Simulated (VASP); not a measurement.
# ZnSe (klda) (F-43m) in VASP: single point with LDA

Aim: the single point of ZnSe (klda) with LDA.

Everything below comes from runs of VASP 6.6.1. Logs are shortened: lines on timing, memory, paths and dates and some standing lists are left out, and cuts for length are marked.

## Step 1: The cell of the first run

It takes space group F-43m (No. 216, cubic). Conventional cell: a = 5.567 Å, b = 5.567 Å, c = 5.567 Å, α = 90.00°, β = 90.00°, γ = 90.00°. Zn (site symmetry -43m) has 4 Se at 2.41 Å within 3.2 Å. Within 3.2 Å of Se (site symmetry -43m) lie 4 Zn at 2.41 Å.

## Step 2: Single point, LDA

The input, INCAR:

```
SYSTEM = ZnSe
ALGO = Normal
EDIFF = 1E-6
ENCUT = 520
ISIF = 2
ISMEAR = 0
LASPH = .True.
LCHARG = .False.
LREAL = .False.
LWAVE = .False.
NBANDS = 16
NELM = 60
PREC = Accurate
SIGMA = 0.02
```

The input, KPOINTS:

```
k-points
0
Gamma
  8 8 8
  0 0 0
```

The input, POSCAR:

```
ZnSe
1.0
    0.0000000000      2.7836741061      2.7836741061
    2.7836741061      0.0000000000      2.7836741061
    2.7836741061      2.7836741061      0.0000000000
Zn Se
1 1
Direct
    0.0000000000      0.0000000000      0.0000000000
    0.2500000000      0.2500000000      0.2500000000
```

Potentials or basis: VASP PAW LDA potentials, release 64 (Zn, Se).

Launch:

```
> cat potpaw_LDA.64/Zn/POTCAR potpaw_LDA.64/Se/POTCAR > POTCAR
> mpirun -np 1 vasp_std > vasp.out
```

OUTCAR:

```text
SYSTEM = ZnSe
   EDIFF = 1E-6
   ENCUT = 520
   ISIF = 2
   ISMEAR = 0
   LASPH = .True.
   LREAL = .False.
   NELM = 60
   PREC = Accurate

 ion  position               nearest neighbor table
   1  0.000  0.000  0.000-   2 2.41   2 2.41   2 2.41   2 2.41
   2  0.250  0.250  0.250-   1 2.41   1 2.41   1 2.41   1 2.41

  LATTYP: Found a face centered cubic cell.
 ALAT       =     5.5673482122

  Lattice vectors:

 A1 = (   0.0000000000,   2.7836741061,   2.7836741061)
 A2 = (   2.7836741061,   0.0000000000,   2.7836741061)
 A3 = (   2.7836741061,   2.7836741061,   0.0000000000)

Analysis of symmetry for initial positions (statically):
=====================================================================
 Subroutine PRICEL returns:
 Original cell was already a primitive cell.

 Routine SETGRP: Setting up the symmetry group for a
 face centered cubic supercell.

 Subroutine GETGRP returns: Found 24 space group operations
 (whereof 24 operations were pure point group operations)
 out of a pool of 48 trial point group operations.

The static configuration has the point symmetry T_d .

Analysis of symmetry for dynamics (positions and initial velocities):
=====================================================================
 Subroutine PRICEL returns:
 Original cell was already a primitive cell.

 Routine SETGRP: Setting up the symmetry group for a
 face centered cubic supercell.

 Subroutine GETGRP returns: Found 24 space group operations
 (whereof 24 operations were pure point group operations)
 out of a pool of 48 trial point group operations.

The dynamic configuration has the point symmetry T_d .

 Subroutine INISYM returns: Found 24 space group operations
 (whereof 24 operations are pure point group operations),
 and found     1 'primitive' translations

----------------------------------------------------------------------------------------

                                     Primitive cell

  volume of cell :      43.1405

  direct lattice vectors                    reciprocal lattice vectors
     0.000000000  2.783674106  2.783674106    -0.179618727  0.179618727  0.179618727
     2.783674106  0.000000000  2.783674106     0.179618727 -0.179618727  0.179618727
     2.783674106  2.783674106  0.000000000     0.179618727  0.179618727 -0.179618727

  length of vectors
     3.936709674  3.936709674  3.936709674     0.311108762  0.311108762  0.311108762

  position of ions in fractional coordinates (direct lattice)
     0.000000000  0.000000000  0.000000000
     0.250000000  0.250000000  0.250000000

  ion indices of the primitive-cell ions
   primitive index   ion index
                 1           1
                 2           2

----------------------------------------------------------------------------------------

 KPOINTS: k-points

Automatic generation of k-mesh.
 Grid dimensions read from file:
 generate k-points for:    8    8    8

 Generating k-lattice:

  Cartesian coordinates                     Fractional coordinates (reciprocal lattice)
    -0.022452341  0.022452341  0.022452341     0.125000000  0.000000000  0.000000000
     0.022452341 -0.022452341  0.022452341     0.000000000  0.125000000  0.000000000
     0.022452341  0.022452341 -0.022452341     0.000000000  0.000000000  0.125000000

  Length of vectors
     0.038888595  0.038888595  0.038888595

  Shift w.r.t. Gamma in fractional coordinates (k-lattice)
     0.000000000  0.000000000  0.000000000

 Subroutine IBZKPT returns following result:
 ===========================================

 Found     29 irreducible k-points:

 Following reciprocal coordinates:
            Coordinates               Weight
  0.000000  0.000000  0.000000      1.000000
  0.125000  0.000000  0.000000      8.000000
  0.250000  0.000000  0.000000      8.000000
  0.375000  0.000000  0.000000      8.000000
  0.500000  0.000000  0.000000      4.000000
  0.125000  0.125000  0.000000      6.000000
[... 16 lines left out ...]
  0.500000  0.250000  0.125000     48.000000
 -0.375000  0.250000  0.125000     24.000000
 [... further k-points ...]
   k-points           NKPTS =     29   k-points in BZ     NKDIM =     29   number of bands    NBANDS=     16
   number of dos      NEDOS =    301   number of ions     NIONS =      2
   total plane-waves  NPLWV =  27000
   dimension x,y,z NGX =    30 NGY =   30 NGZ =   30
   dimension x,y,z NGXF=    60 NGYF=   60 NGZF=   60
   ions per type =               1   1
   NGX,Y,Z   is equivalent  to a cutoff of  12.67, 12.67, 12.67 a.u.
   NGXF,Y,Z  is equivalent  to a cutoff of  25.34, 25.34, 25.34 a.u.
 SYSTEM =  ZnSe
   PREC   = accura    normal or accurate (medium, high low for compatibility)
   ISTART =      0    job   : 0-new  1-cont  2-samecut
   ICHARG =      2    charge: 1-file 2-atom 10-const
   ISPIN  =      1    spin polarized calculation?
   LNONCOLLINEAR =      F non collinear calculations
   LSORBIT =      F    spin-orbit coupling
   LASPH  =      T    aspherical Exc in radial PAW
   ENCUT  =  520.0 eV  38.22 Ry    6.18 a.u.   7.32  7.32  7.32*2*pi/ulx,y,z
   NELM   =     60;   NELMIN=  2; NELMDL= -5     # of ELM steps
   EDIFF  = 0.1E-05   stopping-criterion for ELM
   LREAL  =      F    real-space projection
   EDIFFG = 0.1E-04   stopping-criterion for IOM
   NSW    =      0    number of steps for IOM
   IBRION =     -1    ionic relax: 0-MD 1-quasi-New 2-CG
   NFREE  =      0    steps in history (QN), initial steepest desc. (CG)
   ISIF   =      2    stress and relaxation
   ISYM   =      2    0-nonsym 1-usesym 2-fastsym
   POTIM  = 0.5000    time-step for ionic-motion
   TEBEG  =    0.0;   TEEND  =   0.0 temperature during run
   PSTRESS=    0.0 pullay stress
   NELECT =      18.0000    total number of electrons
   NUPDOWN=      -1.0000    fix difference up-down
   EMIN   =  10.00;   EMAX   =-10.00  energy-range for DOS
   EFERMI =   0.00;   METHOD = LEGACY
   ISMEAR =     0;   SIGMA  =   0.02  broadening in eV -4-tet -1-fermi 0-gaus
   EFERMI_NEDOS =   21; number of points for ismear=-14 and -15
   IALGO  =     38    algorithm
   IMIX   =      4    mixing-type and parameters
     AMIX     =   0.40;   BMIX     =  1.00
     AMIX_MAG =   1.60;   BMIX_MAG =  1.00
  volume/ion in A,a.u.               =      21.57       145.56
  Fermi-wavevector in a.u.,A,eV,Ry     =   1.223312  2.311725 20.361017  1.496493
  Thomas-Fermi vector in A             =   2.358428
   LORBIT       =      0    0 simple, 1 ext, 2 COOP (PROOUT), +10 PAW based schemes
   GGA     = CA    functional components
   LHFCALC =     F    Hartree Fock is set to
   AEXX    =    0.0000 exact exchange contribution
   IVDW    =     0    specifies the selected vdW correction
   LEPSILON=     F    determine dielectric tensor
   LRPA    =     F    only Hartree local field effects (RPA)
 non-spin polarized calculation
 Gauss-broadening in eV      SIGMA  =   0.02
  energy-cutoff  :      520.00
  volume of cell :       43.14
 maximum number of plane-waves:      1211
 NGX is ok and might be reduce to    30
   NGX = 15   NGY = 15   NGZ = 15

 number of electron      17.9999987 magnetization

 Free energy of the ion-electron system (eV)
  ---------------------------------------------------
  ext. energy  EPLUGINS =         0.00000000
  ---------------------------------------------------
  free energy    TOTEN  =        -7.37171229 eV

  energy without entropy =       -7.37171229  energy(sigma->0) =       -7.37171229

 E-fermi :   2.1092     XC(G=0):  -9.9384

 val. band max:        1.9928853778   @ k =   0.0000   0.0000   0.0000
 cond. band min:       3.2830621461   @ k =   0.0000   0.0000   0.0000
 fundamental gap:      1.2901767683
 Fermi energy:         2.1091793216

 k-point     1 :       0.0000    0.0000    0.0000
  band No.  band energies     occupation
      1     -11.6546      2.00000
      2      -4.8933      2.00000
      3      -4.8933      2.00000
      4      -4.8933      2.00000
      5      -4.4846      2.00000
      6      -4.4846      2.00000
[... 8 lines left out ...]
     15      13.5835      0.00000
     16      13.5835      0.00000

 k-point     2 :       0.1250    0.0000    0.0000
  band No.  band energies     occupation
      1     -11.5426      2.00000
      2      -4.8894      2.00000
      3      -4.8757      2.00000
      4      -4.8757      2.00000
      5      -4.4863      2.00000
      6      -4.4863      2.00000
[... 8 lines left out ...]
     15      12.6945      0.00000
     16      12.7397      0.00000

 k-point     3 :       0.2500    0.0000    0.0000
  band No.  band energies     occupation
      1     -11.2499      2.00000
      2      -4.8390      2.00000
      3      -4.8373      2.00000
      4      -4.8373      2.00000
      5      -4.4849      2.00000
      6      -4.4849      2.00000
[... 8 lines left out ...]
     15      12.4432      0.00000
     16      12.5642      0.00000

 k-point     4 :       0.3750    0.0000    0.0000
  band No.  band energies     occupation
      1     -10.9175      2.00000
      2      -4.8069      2.00000
      3      -4.8069      2.00000
      4      -4.6343      2.00000
      5      -4.4727      2.00000
      6      -4.4727      2.00000
[... 8 lines left out ...]
     15      13.6271      0.00000
     16      13.6271      0.00000
[... 324 lines left out ...]
 k-point    22 :       0.3750    0.2500    0.1250
  band No.  band energies     occupation
      1     -11.0198      2.00000
      2      -4.8601      2.00000
      3      -4.7821      2.00000
      4      -4.7555      2.00000
      5      -4.5023      2.00000
      6      -4.4566      2.00000
[... 8 lines left out ...]
     15      14.3654      0.00000
     16      15.5443      0.00000

 k-point    23 :       0.5000    0.2500    0.1250
  band No.  band energies     occupation
      1     -10.7412      2.00000
      2      -4.7943      2.00000
      3      -4.7560      2.00000
      4      -4.6222      2.00000
      5      -4.4720      2.00000
      6      -4.4153      2.00000
[... 8 lines left out ...]
     15      14.6836      0.00000
     16      15.7700      0.00000

 k-point    24 :      -0.3750    0.2500    0.1250
  band No.  band energies     occupation
      1     -10.6163      2.00000
      2      -4.7842      2.00000
      3      -4.7390      2.00000
      4      -4.5255      2.00000
      5      -4.4775      2.00000
      6      -4.2454      2.00000
[... 8 lines left out ...]
     15      14.7917      0.00000
     16      15.6726      0.00000

 [... further k-points ...]

------------------------ aborting loop because EDIFF is reached ----------------------------------------

  FORCE on cell =-STRESS in cart. coord.  units (eV):
  Direction    XX          YY          ZZ          XY          YZ          ZX
  --------------------------------------------------------------------------------------
  -------------------------------------------------------------------------------------
  Total        0.1010021      0.1010021      0.1010021      0.0000000      0.0000000      0.0000000
  in kB        3.7510761      3.7510761      3.7510761      0.0000000      0.0000000      0.0000000
  external PRESSURE =       3.7510761 kB  Pullay stress =       0.0000000 kB

 VOLUME and BASIS-vectors are now :
 -----------------------------------------------------------------------------
  energy-cutoff  :      520.00
  volume of cell :       43.14
      direct lattice vectors                 reciprocal lattice vectors
     0.000000000  2.783674106  2.783674106    -0.179618727  0.179618727  0.179618727
     2.783674106  0.000000000  2.783674106     0.179618727 -0.179618727  0.179618727
     2.783674106  2.783674106  0.000000000     0.179618727  0.179618727 -0.179618727

 POSITION                                       TOTAL-FORCE (eV/Angst)
 -----------------------------------------------------------------------------------
      0.00000      0.00000      0.00000         0.000000      0.000000      0.000000
      1.39184      1.39184      1.39184        -0.000000     -0.000000     -0.000000
 -----------------------------------------------------------------------------------
    total drift:                               -0.000000     -0.000000      0.000000

  FREE ENERGIE OF THE ION-ELECTRON SYSTEM (eV)
  ---------------------------------------------------
  free  energy   TOTEN  =        -7.3717122902 eV

  energy  without entropy=       -7.3717122902  energy(sigma->0) =       -7.37171229
```

Run time: 20 s. Hardware: 1 thread of Intel Xeon Platinum 8259CL at 2.50GHz (Skylake/Cascade Lake), shared host; peak memory 0.15 GiB.

Results:

```yaml
Free_energy: -7.3717 eV
Pressure: 0.4 GPa
Band_gap_on_the_k_mesh: 1.29 eV, direct
```
